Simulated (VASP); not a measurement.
# CaZn2 in VASP: further runs

The runs below take CaZn2 through single point, with PBE.

Program: VASP 6.6.1. These are calculated values, not measurements. Logs are shortened: lines on timing, memory, paths and dates and some standing lists are left out, and cuts for length are marked.

## Step 1: The cell of the first run

The cell holds a sheet with vacuum, 3 atoms: a = 4.127 Å, b = 4.127 Å, c = 29.600 Å, α = 90.00°, β = 90.00°, γ = 90.00°.

The cell was generated, and may not be a known phase.

## Step 2: Single point, PBE

INCAR

```
SYSTEM = CaZn2
PREC = Accurate
ENCUT = 520
EDIFF = 1E-7
ISMEAR = 0
SIGMA = 0.1
LREAL = .FALSE.
LASPH = .TRUE.
NELM = 80
ALGO = Normal
ISIF = 2
LWAVE = .FALSE.
LCHARG = .FALSE.
LDIPOL = .TRUE.
IDIPOL = 3
DIPOL = 0.5 0.5 0.287
GGA = PE
NBANDS = 24
```

KPOINTS

```
Automatic mesh
0
G
  12 12 1
  0 0 0
```

POSCAR

```
CaZn2
1.0
    4.1267351962      0.0000000000      0.0000000000
    0.0000000000      4.1267351962      0.0000000000
    0.0000000000      0.0000000000     29.6004754800
Ca Zn
1 2
Direct
    0.0000000000      0.0000000000      0.2871575494
    0.5000000000      0.5000000000      0.3300823737
    0.5000000000      0.5000000000      0.2442327251
```

Potentials or basis: VASP PAW PBE potentials, release 64 (Ca_sv, Zn).

Launch:

```
cat potpaw_PBE.64/Ca_sv/POTCAR potpaw_PBE.64/Zn/POTCAR > POTCAR
mpirun -np 1 vasp_std > vasp.out
```

OUTCAR:

```text
SYSTEM = CaZn2
   PREC = Accurate
   ENCUT = 520
   EDIFF = 1E-7
   ISMEAR = 0
   LREAL = .FALSE.
   LASPH = .TRUE.
   NELM = 80
   ISIF = 2
   GGA = PE

 ion  position               nearest neighbor table
   1  0.000  0.000  0.287-
   2  0.500  0.500  0.330-   3 2.54
   3  0.500  0.500  0.244-   2 2.54

  LATTYP: Found a simple tetragonal cell.
 ALAT       =     4.1267351962
 C/A-ratio  =     7.1728555560

  Lattice vectors:

 A1 = (   4.1267351962,   0.0000000000,   0.0000000000)
 A2 = (   0.0000000000,   4.1267351962,   0.0000000000)
 A3 = (   0.0000000000,   0.0000000000,  29.6004754800)

Analysis of symmetry for initial positions (statically):
=====================================================================
 Subroutine PRICEL returns:
 Original cell was already a primitive cell.

 Routine SETGRP: Setting up the symmetry group for a
 simple tetragonal supercell.

 Subroutine GETGRP returns: Found 16 space group operations
 (whereof  8 operations were pure point group operations)
 out of a pool of 16 trial point group operations.

The static configuration has the point symmetry C_4v.
 The point group associated with its full space group is D_4h.

Analysis of symmetry for dynamics (positions and initial velocities):
=====================================================================
 Subroutine PRICEL returns:
 Original cell was already a primitive cell.

 Routine SETGRP: Setting up the symmetry group for a
 simple tetragonal supercell.

 Subroutine GETGRP returns: Found 16 space group operations
 (whereof  8 operations were pure point group operations)
 out of a pool of 16 trial point group operations.

The dynamic configuration has the point symmetry C_4v.
 The point group associated with its full space group is D_4h.

 Subroutine INISYM returns: Found 16 space group operations
 (whereof  8 operations are pure point group operations),
 and found     1 'primitive' translations

----------------------------------------------------------------------------------------

                                     Primitive cell

  volume of cell :     504.0944

  direct lattice vectors                    reciprocal lattice vectors
     4.126735196  0.000000000  0.000000000     0.242322309  0.000000000  0.000000000
     0.000000000  4.126735196  0.000000000     0.000000000  0.242322309  0.000000000
     0.000000000  0.000000000 29.600475480     0.000000000  0.000000000  0.033783241

  length of vectors
     4.126735196  4.126735196 29.600475480     0.242322309  0.242322309  0.033783241

  position of ions in fractional coordinates (direct lattice)
     0.000000000  0.000000000  0.287157549
     0.500000000  0.500000000  0.330082374
     0.500000000  0.500000000  0.244232725

  ion indices of the primitive-cell ions
   primitive index   ion index
                 1           1
                 2           2
                 3           3

----------------------------------------------------------------------------------------

 KPOINTS: Automatic mesh

Automatic generation of k-mesh.
 Grid dimensions read from file:
 generate k-points for:   12   12    1

 Generating k-lattice:

  Cartesian coordinates                     Fractional coordinates (reciprocal lattice)
     0.020193526  0.000000000  0.000000000     0.083333333  0.000000000  0.000000000
     0.000000000  0.020193526  0.000000000     0.000000000  0.083333333  0.000000000
     0.000000000  0.000000000  0.033783241     0.000000000  0.000000000  1.000000000

  Length of vectors
     0.020193526  0.020193526  0.033783241

  Shift w.r.t. Gamma in fractional coordinates (k-lattice)
     0.000000000  0.000000000  0.000000000

 Subroutine IBZKPT returns following result:
 ===========================================

 Found     28 irreducible k-points:

 Following reciprocal coordinates:
            Coordinates               Weight
  0.000000  0.000000  0.000000      1.000000
  0.083333  0.000000  0.000000      4.000000
  0.166667  0.000000  0.000000      4.000000
  0.250000  0.000000  0.000000      4.000000
  0.333333  0.000000  0.000000      4.000000
  0.416667  0.000000  0.000000      4.000000
[... 16 lines left out ...]
  0.333333  0.333333  0.000000      4.000000
  0.416667  0.333333  0.000000      8.000000
 [... further k-points ...]
   k-points           NKPTS =     28   k-points in BZ     NKDIM =     28   number of bands    NBANDS=     24
   number of dos      NEDOS =    301   number of ions     NIONS =      3
   total plane-waves  NPLWV = 229376
   dimension x,y,z NGX =    32 NGY =   32 NGZ =  224
   dimension x,y,z NGXF=    64 NGYF=   64 NGZF=  448
   ions per type =               1   2
   NGX,Y,Z   is equivalent  to a cutoff of  12.89, 12.89, 12.58 a.u.
   NGXF,Y,Z  is equivalent  to a cutoff of  25.78, 25.78, 25.16 a.u.
 SYSTEM =  CaZn2
   PREC   = accura    normal or accurate (medium, high low for compatibility)
   ISTART =      0    job   : 0-new  1-cont  2-samecut
   ICHARG =      2    charge: 1-file 2-atom 10-const
   ISPIN  =      1    spin polarized calculation?
   LNONCOLLINEAR =      F non collinear calculations
   LSORBIT =      F    spin-orbit coupling
   LASPH  =      T    aspherical Exc in radial PAW
   ENCUT  =  520.0 eV  38.22 Ry    6.18 a.u.   7.67  7.67 55.04*2*pi/ulx,y,z
   NELM   =     80;   NELMIN=  2; NELMDL= -5     # of ELM steps
   EDIFF  = 0.1E-06   stopping-criterion for ELM
   LREAL  =      F    real-space projection
   EDIFFG = 0.1E-05   stopping-criterion for IOM
   NSW    =      0    number of steps for IOM
   IBRION =     -1    ionic relax: 0-MD 1-quasi-New 2-CG
   NFREE  =      0    steps in history (QN), initial steepest desc. (CG)
   ISIF   =      2    stress and relaxation
   ISYM   =      2    0-nonsym 1-usesym 2-fastsym
   POTIM  = 0.5000    time-step for ionic-motion
   TEBEG  =    0.0;   TEEND  =   0.0 temperature during run
   PSTRESS=    0.0 pullay stress
   NELECT =      34.0000    total number of electrons
   NUPDOWN=      -1.0000    fix difference up-down
   EMIN   =  10.00;   EMAX   =-10.00  energy-range for DOS
   EFERMI =   0.00;   METHOD = LEGACY
   ISMEAR =     0;   SIGMA  =   0.10  broadening in eV -4-tet -1-fermi 0-gaus
   EFERMI_NEDOS =   21; number of points for ismear=-14 and -15
   IALGO  =     38    algorithm
   IMIX   =      4    mixing-type and parameters
     AMIX     =   0.40;   BMIX     =  1.00
     AMIX_MAG =   1.60;   BMIX_MAG =  1.00
  volume/ion in A,a.u.               =     168.03      1133.93
  Fermi-wavevector in a.u.,A,eV,Ry     =   0.666393  1.259300  6.042072  0.444080
  Thomas-Fermi vector in A             =   1.740681
   LORBIT       =      0    0 simple, 1 ext, 2 COOP (PROOUT), +10 PAW based schemes
   GGA     = PE    functional components
   LHFCALC =     F    Hartree Fock is set to
   AEXX    =    0.0000 exact exchange contribution
   IVDW    =     0    specifies the selected vdW correction
   LEPSILON=     F    determine dielectric tensor
   LRPA    =     F    only Hartree local field effects (RPA)
 non-spin polarized calculation
 Gauss-broadening in eV      SIGMA  =   0.10
  energy-cutoff  :      520.00
  volume of cell :      504.09
 maximum number of plane-waves:     13616
 NGX is ok and might be reduce to    32
   NGX = 15   NGY = 15   NGZ =111

 dipolmoment           0.000000      0.000000     -0.000004 electrons x Angstroem

 number of electron      33.9999963 magnetization

 dipolmoment           0.000000      0.000000      0.000002 electrons x Angstroem

 Free energy of the ion-electron system (eV)
  ---------------------------------------------------
  ext. energy  EPLUGINS =         0.00000000
  ---------------------------------------------------
  free energy    TOTEN  =        -3.24389785 eV

  energy without entropy =       -3.23974064  energy(sigma->0) =       -3.24181924

 E-fermi :  -2.7238     XC(G=0):  -1.8939

 val. band max:       -2.7741966445   @ k =   0.5000   0.3333   0.0000
 cond. band min:      -2.7138983923   @ k =   0.0000   0.0000   0.0000
 fundamental gap:      0.0602982521
 Fermi energy:        -2.7238458098

 k-point     1 :       0.0000    0.0000    0.0000
  band No.  band energies     occupation
      1     -44.5592      2.00000
      2     -25.6438      2.00000
      3     -25.5003      2.00000
      4     -25.5003      2.00000
      5     -10.2591      2.00000
      6     -10.0279      2.00000
[... 16 lines left out ...]
     23       0.3580      0.00000
     24       0.5419      0.00000

 k-point     2 :       0.0833    0.0000    0.0000
  band No.  band energies     occupation
      1     -44.5591      2.00000
      2     -25.6434      2.00000
      3     -25.5036      2.00000
      4     -25.5000      2.00000
      5     -10.2585      2.00000
      6     -10.0332      2.00000
[... 16 lines left out ...]
     23       0.4423      0.00000
     24       0.6118      0.00000

 k-point     3 :       0.1667    0.0000    0.0000
  band No.  band energies     occupation
      1     -44.5587      2.00000
      2     -25.6425      2.00000
      3     -25.5127      2.00000
      4     -25.4993      2.00000
      5     -10.2568      2.00000
      6     -10.0462      2.00000
[... 16 lines left out ...]
     23       0.6434      0.00000
     24       0.7309      0.00000
[... 514 lines left out ...]
 k-point    23 :       0.3333    0.3333    0.0000
  band No.  band energies     occupation
      1     -44.5558      2.00000
      2     -25.6366      2.00000
      3     -25.5328      2.00000
      4     -25.5315      2.00000
      5     -10.2499      2.00000
      6     -10.0678      2.00000
[... 16 lines left out ...]
     23       0.7098      0.00000
     24       1.3088      0.00000

 k-point    24 :       0.4167    0.3333    0.0000
  band No.  band energies     occupation
      1     -44.5553      2.00000
      2     -25.6358      2.00000
      3     -25.5407      2.00000
      4     -25.5309      2.00000
      5     -10.2494      2.00000
      6     -10.0675      2.00000
[... 16 lines left out ...]
     23       0.9792      0.00000
     24       1.3579      0.00000

 [... further k-points ...]

------------------------ aborting loop because EDIFF is reached ----------------------------------------

 vacuum level on the upper side and lower side of the slab       (xc-potential included)        -0.006        -0.006

  FORCE on cell =-STRESS in cart. coord.  units (eV):
  Direction    XX          YY          ZZ          XY          YZ          ZX
  --------------------------------------------------------------------------------------
  -------------------------------------------------------------------------------------
  Total        0.0297115      0.0297115      0.0409197      0.0000000      0.0000000      0.0000000
  in kB        0.0944328      0.0944328      0.1300563      0.0000000      0.0000000      0.0000000
  external PRESSURE =       0.1063073 kB  Pullay stress =       0.0000000 kB

 VOLUME and BASIS-vectors are now :
 -----------------------------------------------------------------------------
  energy-cutoff  :      520.00
  volume of cell :      504.09
      direct lattice vectors                 reciprocal lattice vectors
     4.126735196  0.000000000  0.000000000     0.242322309  0.000000000  0.000000000
     0.000000000  4.126735196  0.000000000     0.000000000  0.242322309  0.000000000
     0.000000000  0.000000000 29.600475480     0.000000000  0.000000000  0.033783241

 POSITION                                       TOTAL-FORCE (eV/Angst)
 -----------------------------------------------------------------------------------
      0.00000      0.00000      8.50000         0.000000      0.000000     -0.000000
      2.06337      2.06337      9.77060         0.000000      0.000000      0.020000
      2.06337      2.06337      7.22940         0.000000      0.000000     -0.020000
 -----------------------------------------------------------------------------------
    total drift:                                0.000000      0.000000      0.000152

  FREE ENERGIE OF THE ION-ELECTRON SYSTEM (eV)
  ---------------------------------------------------
  free  energy   TOTEN  =        -3.2438978487 eV

  energy  without entropy=       -3.2397406374  energy(sigma->0) =       -3.24181924

 vacuum level on the upper side and lower side of the slab         0.875         0.875
```

Run time: 6 min. Hardware: 1 thread of Intel Xeon Platinum 8488C (Sapphire Rapids), shared host; peak memory 0.69 GiB.

Results:

- Free energy: -3.2439 eV
- Largest force: 0.020 eV/Å
- Band gap on the k mesh: zero (bands 17 and 18 overlap by 0.76 eV)

Forces on the atoms (eV/Å):
```
Ca   0.000  0.000  0.000
Zn   0.000  0.000  0.020
Zn   0.000  0.000 -0.020
```

Levels at points of the mesh, in eV from the Fermi level:
| k point | band 14 | band 15 | band 16 | band 17 | band 18 | band 19 | band 20 | band 21 |
| --- | --- | --- | --- | --- | --- | --- | --- | --- |
| (0.00, 0.00, 0.00) | -6.97 | -6.07 | -2.98 | 0.01 | 1.35 | 2.46 | 2.46 | 2.91 |
| (0.50, 0.00, 0.00) | -6.94 | -4.71 | -2.22 | -2.00 | 0.73 | 1.35 | 1.68 | 2.20 |
| (0.50, 0.50, 0.00) | -6.91 | -4.28 | -0.77 | -0.44 | -0.44 | 0.48 | 0.48 | 2.23 |

(Continued in part 2 of 2.)

The gap in the log of VASP goes by the Fermi energy; the results here count the filled bands.